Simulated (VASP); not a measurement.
# Si16H7Br in VASP: single point with PBE+D3(BJ)

Aim: the single point of Si16H7Br with PBE+D3(BJ).

All numbers are computed with VASP 6.6.1; they aren't measurements. Logs are shortened: lines on timing, memory, paths and dates and some standing lists are left out, and cuts for length are marked.

**1. The cell of the first run**

The cell holds a slab with vacuum, 24 atoms: a = 7.679 Å, b = 7.679 Å, c = 17.869 Å, α = 90.00°, β = 90.00°, γ = 60.00°.

**2. Single point, PBE+D3(BJ)**

Contents of INCAR:

```
ALGO = Normal
EDIFF = 1E-6
ENCUT = 520
GGA = PE
ISIF = 2
ISMEAR = 0
IVDW = 12
LASPH = T
LCHARG = F
LREAL = Auto
LWAVE = F
NBANDS = 57
NELM = 100
PREC = Accurate
SIGMA = 0.02
```

Contents of KPOINTS:

```
k-points
0
Gamma
  2 2 1
```

Contents of POSCAR:

```
Si16H7Br
1.0
    7.6791800000      0.0000000000      0.0000000000
    3.8395900000      6.6503650000      0.0000000000
    0.0000000000      0.0000000000     17.8687650000
H Si Br
7 16 1
Direct
    0.1666666600      0.1666666600      0.0559635800
    0.6666666400      0.1666666600      0.0559635800
    0.1666666600      0.6666666300      0.0559635800
    0.6666666400      0.6666666300      0.0559635800
    0.5011641183     -0.0011055613      0.4407192388
   -0.0016665094      0.5019351493      0.4407565402
    0.5004453696      0.5016966081      0.4408321776
    0.1666666600      0.1666666600      0.1399089400
    0.6666666400      0.1666666600      0.1399089400
    0.1666666600      0.6666666300      0.1399089400
    0.6666666400      0.6666666300      0.1399089400
   -0.1666409213      0.3333428286      0.1822903631
    0.3333198330      0.3333756692      0.1826714040
   -0.1667599691      0.8333015417      0.1820736586
    0.3334191123      0.8333543306      0.1821721159
   -0.1678262260      0.3360499890      0.3135394734
    0.3332987688      0.3337956615      0.3139517651
   -0.1678433470      0.8326293018      0.3131589326
    0.3356554980      0.8326428081      0.3133381256
    0.0000389863      0.0001867344      0.3529859877
    0.4998326980      0.0009896145      0.3567782016
    0.0004771208      0.5003957434      0.3568136683
    0.4995955005      0.5002876115      0.3568820990
    1.0002195596     -0.0022026384      0.4799209158
```

Potentials or basis: VASP PAW PBE potentials, release 64 (H, Si, Br).

Launch:

```
$ cat potpaw_PBE.64/H/POTCAR potpaw_PBE.64/Si/POTCAR potpaw_PBE.64/Br/POTCAR > POTCAR
$ mpirun -np 1 vasp_std > vasp.out
```

OUTCAR:

```text
EDIFF = 1E-6
   ENCUT = 520
   GGA = PE
   ISIF = 2
   ISMEAR = 0
   IVDW = 12
   LASPH = T
   LREAL = Auto
   NELM = 100
   PREC = Accurate
 IVDW          = 12

 ion  position               nearest neighbor table
   1  0.167  0.167  0.056-   8 1.50
   2  0.667  0.167  0.056-   9 1.50
   3  0.167  0.667  0.056-  10 1.50
   4  0.667  0.667  0.056-  11 1.50
   5  0.501  0.999  0.441-  21 1.50
   6  0.998  0.502  0.441-  22 1.50
   7  0.500  0.502  0.441-  23 1.50
   8  0.167  0.167  0.140-   1 1.50  15 2.34  12 2.34  13 2.34
   9  0.667  0.167  0.140-   2 1.50  14 2.34  12 2.34  13 2.34
  10  0.167  0.667  0.140-   3 1.50  14 2.34  15 2.34  13 2.34
  11  0.667  0.667  0.140-   4 1.50  14 2.34  15 2.34  12 2.34
  12  0.833  0.333  0.182-   8 2.34  11 2.34   9 2.34  16 2.35
  13  0.333  0.333  0.183-  10 2.34   9 2.34   8 2.34  17 2.35
[... 8 lines left out ...]
  22  0.000  0.500  0.357-   6 1.50  17 2.34  18 2.34  16 2.34
  23  0.500  0.500  0.357-   7 1.50  17 2.34  19 2.34  16 2.34
  24  0.000  0.998  0.480-  20 2.27

  LATTYP: Found a hexagonal cell.
 ALAT       =     7.6791800344
 C/A-ratio  =     2.3269105451

  Lattice vectors:

 A1 = (  -3.8395900000,  -6.6503650000,   0.0000000000)
 A2 = (   7.6791800000,   0.0000000000,   0.0000000000)
 A3 = (   0.0000000000,   0.0000000000,  17.8687650000)

Analysis of symmetry for initial positions (statically):
=====================================================================
 Subroutine PRICEL returns:
 Original cell was already a primitive cell.

 Routine SETGRP: Setting up the symmetry group for a
 hexagonal supercell.

 Subroutine GETGRP returns: Found  1 space group operations
 (whereof  1 operations were pure point group operations)
 out of a pool of 24 trial point group operations.

The static configuration has the point symmetry C_1 .

Analysis of symmetry for dynamics (positions and initial velocities):
=====================================================================
 Subroutine PRICEL returns:
 Original cell was already a primitive cell.

 Routine SETGRP: Setting up the symmetry group for a
 hexagonal supercell.

 Subroutine GETGRP returns: Found  1 space group operations
 (whereof  1 operations were pure point group operations)
 out of a pool of 24 trial point group operations.

The dynamic configuration has the point symmetry C_1 .

 Subroutine INISYM returns: Found  1 space group operations
 (whereof  1 operations are pure point group operations),
 and found     1 'primitive' translations
[... 123 lines left out ...]
   NFREE  =      0    steps in history (QN), initial steepest desc. (CG)
   ISIF   =      2    stress and relaxation
   ISYM   =      2    0-nonsym 1-usesym 2-fastsym
   POTIM  = 0.5000    time-step for ionic-motion
   TEBEG  =    0.0;   TEEND  =   0.0 temperature during run
   PSTRESS=    0.0 pullay stress
   NELECT =      78.0000    total number of electrons
   NUPDOWN=      -1.0000    fix difference up-down
   EMIN   =  10.00;   EMAX   =-10.00  energy-range for DOS
   EFERMI =   0.00;   METHOD = LEGACY
   ISMEAR =     0;   SIGMA  =   0.02  broadening in eV -4-tet -1-fermi 0-gaus
   EFERMI_NEDOS =   21; number of points for ismear=-14 and -15
   IALGO  =     38    algorithm
   IMIX   =      4    mixing-type and parameters
     AMIX     =   0.40;   BMIX     =  1.00
     AMIX_MAG =   1.60;   BMIX_MAG =  1.00
  volume/ion in A,a.u.               =      38.02       256.59
  Fermi-wavevector in a.u.,A,eV,Ry     =   0.721143  1.362763  7.075673  0.520047
  Thomas-Fermi vector in A             =   1.810775
   LORBIT       =      0    0 simple, 1 ext, 2 COOP (PROOUT), +10 PAW based schemes
   GGA     = PE    functional components
   LHFCALC =     F    Hartree Fock is set to
   AEXX    =    0.0000 exact exchange contribution
   IVDW    =    12    specifies the selected vdW correction
   LEPSILON=     F    determine dielectric tensor
   LRPA    =     F    only Hartree local field effects (RPA)
 non-spin polarized calculation
 Gauss-broadening in eV      SIGMA  =   0.02
  energy-cutoff  :      520.00
  volume of cell :      912.55
 maximum number of plane-waves:     24625
 NGX is ok and might be reduce to    60
   NGX = 29   NGY = 29   NGZ = 67

 number of electron      78.0000004 magnetization

 Free energy of the ion-electron system (eV)
  ---------------------------------------------------
  ext. energy  EPLUGINS =         0.00000000
  ---------------------------------------------------
  free energy    TOTEN  =      -111.75309172 eV

  energy without entropy =     -111.75309172  energy(sigma->0) =     -111.75309172

 E-fermi :  -0.8809     XC(G=0):  -4.6147

 val. band max:       -1.0029072611   @ k =   0.0000   0.0000   0.0000
 cond. band min:       0.3415248240   @ k =   0.0000   0.0000   0.0000
 fundamental gap:      1.3444320851
 Fermi energy:        -0.8808608247

 k-point     1 :       0.0000    0.0000    0.0000
  band No.  band energies     occupation
      1     -15.9950      2.00000
      2     -12.2750      2.00000
      3     -11.1450      2.00000
      4     -10.1096      2.00000
      5     -10.1053      2.00000
      6     -10.0784      2.00000
[... 205 lines left out ...]
     50       2.9713      0.00000
     51       3.0117      0.00000
 [bands above 51 left out]

------------------------ aborting loop because EDIFF is reached ----------------------------------------

 Edisp (eV)   -4.07305

 E8    (eV) :    -1.7016

  FORCE on cell =-STRESS in cart. coord.  units (eV):
  Direction    XX          YY          ZZ          XY          YZ          ZX
  --------------------------------------------------------------------------------------
  -------------------------------------------------------------------------------------
  Total       2.10740     2.10425    -0.02511    -0.00128    -0.02643    -0.01822
  in kB       3.70000     3.69447    -0.04408    -0.00224    -0.04640    -0.03199
  external pressure =        2.45 kB  Pullay stress =        0.00 kB

 VOLUME and BASIS-vectors are now :
 -----------------------------------------------------------------------------
  energy-cutoff  :      520.00
  volume of cell :      912.55
      direct lattice vectors                 reciprocal lattice vectors
     7.679180000  0.000000000  0.000000000     0.130222237 -0.075183843  0.000000000
     3.839590000  6.650365000  0.000000000     0.000000000  0.150367687  0.000000000
     0.000000000  0.000000000 17.868765000     0.000000000  0.000000000  0.055963577

 POSITION                                       TOTAL-FORCE (eV/Angst)
 -----------------------------------------------------------------------------------
      1.91979      1.10839      1.00000         0.000986      0.003075     -0.036827
      5.75938      1.10839      1.00000         0.000106      0.004413     -0.037219
      3.83959      4.43358      1.00000         0.001872     -0.001700     -0.037603
      7.67918      4.43358      1.00000        -0.001108     -0.002350     -0.044999
      7.68387      6.64301      7.87511        -0.001770     -0.001466     -0.004571
      9.59361      3.33805      7.87578        -0.000162     -0.002524     -0.004947
[... 16 lines left out ...]
      5.75738      3.32710      6.37704         0.001366     -0.000675      0.000626
      3.83282      6.63572      8.57559         0.002261      0.005220     -0.007932
 -----------------------------------------------------------------------------------
    total drift:                                0.000637      0.000174     -0.023082

  FREE ENERGIE OF THE ION-ELECTRON SYSTEM (eV)
  ---------------------------------------------------
  free  energy   TOTEN  =      -115.8261453717 eV

  energy  without entropy=     -115.8261453717  energy(sigma->0) =     -115.82614537
```

Run time: 9.4 min. Hardware: 1 thread of Intel Xeon Platinum 8375C at 2.90GHz (Ice Lake), shared host; peak memory 0.97 GiB.

What came out:

| Quantity | Value |
| --- | --- |
| Free energy | -115.8261 eV |
| Largest force | 0.068 eV/Å |
| Band gap on the k mesh | 1.34 eV |
| Dispersion energy per atom | -0.170 eV |

Forces on the atoms (eV/Å):
```
H    0.001  0.003 -0.037
H    0.000  0.004 -0.037
H    0.002 -0.002 -0.038
H   -0.001 -0.002 -0.045
H   -0.002 -0.001 -0.005
H    0.000 -0.003 -0.005
H   -0.003 -0.003 -0.007
Si   0.021  0.015  0.062
Si  -0.019  0.017  0.060
Si   0.003 -0.022  0.056
Si  -0.005 -0.010 -0.006
Si  -0.002  0.005  0.002
Si   0.002  0.000  0.003
Si   0.006  0.003  0.001
Si  -0.003 -0.001  0.002
Si  -0.001 -0.003 -0.007
Si   0.000  0.000 -0.006
Si  -0.002 -0.001  0.006
Si   0.000 -0.001 -0.001
Si   0.000  0.001  0.002
Si  -0.001  0.000  0.002
Si   0.000 -0.003  0.003
Si   0.001 -0.001  0.001
Br   0.002  0.005 -0.008
```

Levels at points of the mesh, in eV from the valence-band top:
```
           k point  band 36  band 37  band 38  band 39  band 40  band 41  band 42  band 43
(0.00, 0.00, 0.00)    -0.64    -0.64     0.00     0.00     1.34     1.40     1.40     1.94
(0.50, 0.00, 0.00)    -1.57    -1.54    -0.78    -0.74     1.82     1.87     2.57     2.67
(0.50, 0.50, 0.00)    -1.57    -1.54    -0.78    -0.74     1.82     1.87     2.57     2.67
(0.00, 0.50, 0.00)    -1.57    -1.54    -0.78    -0.74     1.82     1.88     2.57     2.67
```

Caveat: the k points lie up to 0.47 Å⁻¹ apart; there is no dipole correction, which matters where the two faces differ.
